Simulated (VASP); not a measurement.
Set up this calculation in VASP 6.6.1, as the native input.

| Item | Value |
| --- | --- |
| Task | relaxation of cell and atoms |
| Functional | LDA |
| Potentials or basis | VASP PAW LDA potentials, release 64 (Pb_d) |
| Cutoff | 600 eV |
| k mesh | 10 × 10 × 10 |
| Occupations | fermi-dirac, width 0.1 eV |
| Spin | no spin polarisation |
| Dipole correction | no |
| Further INCAR settings | ALGO = Normal; EDIFF = 1e-06; IBRION = 2; EDIFFG = -0.01; NSW = 80; ISIF = 3 |

The structure of Pb lies in POSCAR:

```
Pb
1.0
    3.1996586799      0.0000000000      0.0000000000
    0.0000000000      3.1996586799      0.0000000000
    0.0000000000      0.0000000000      3.1996586799
Pb
1
Direct
    0.0000000000      0.0000000000      0.0000000000
```

One way to write it, as run:

INCAR

```
  PREC = Accurate
  ENCUT = 600
  EDIFF = 1E-6
  ISMEAR = -1
  SIGMA = 0.1
  LREAL = False
  LASPH = True
  NELM = 60
  ALGO = Normal
  ISIF = 3
  LWAVE = False
  LCHARG = False
  IBRION = 2
  NSW = 80
  EDIFFG = -0.01
```

KPOINTS

```
Automatic mesh
0
Gamma
  10 10 10
```

Potentials or basis: VASP PAW LDA potentials, release 64 (Pb_d).

Launch:

```sh
$ cat potpaw_LDA.64/Pb_d/POTCAR > POTCAR
$ mpirun -np 1 vasp_std > vasp.out
```

Results of the run:

| Quantity | Value |
| --- | --- |
| Relaxed volume | 31.18 Å³/atom |
| Relaxed cell | a = 3.147 Å, b = 3.147 Å, c = 3.147 Å, α = 90.00°, β = 90.00°, γ = 90.00° |
| Space group after relaxing (to 0.05 Å) | Pm-3m (No. 221) |
| Energy gained by relaxing | 10.8 meV/atom |
| Ionic steps | 3 |
| Pressure after relaxing | 0.0 GPa |
| Band gap on the k mesh | zero (band 7 reaches 11.64 eV, above the bottom of band 8 at 4.46 eV) |

Caveat: spin-orbit coupling is left out, which moves the levels of the heavy elements.

Wall time 64 s on 1 thread of AMD EPYC 7R43 64-Core Processor (Zen 3), with other jobs on the host, peak memory 0.13 GiB.
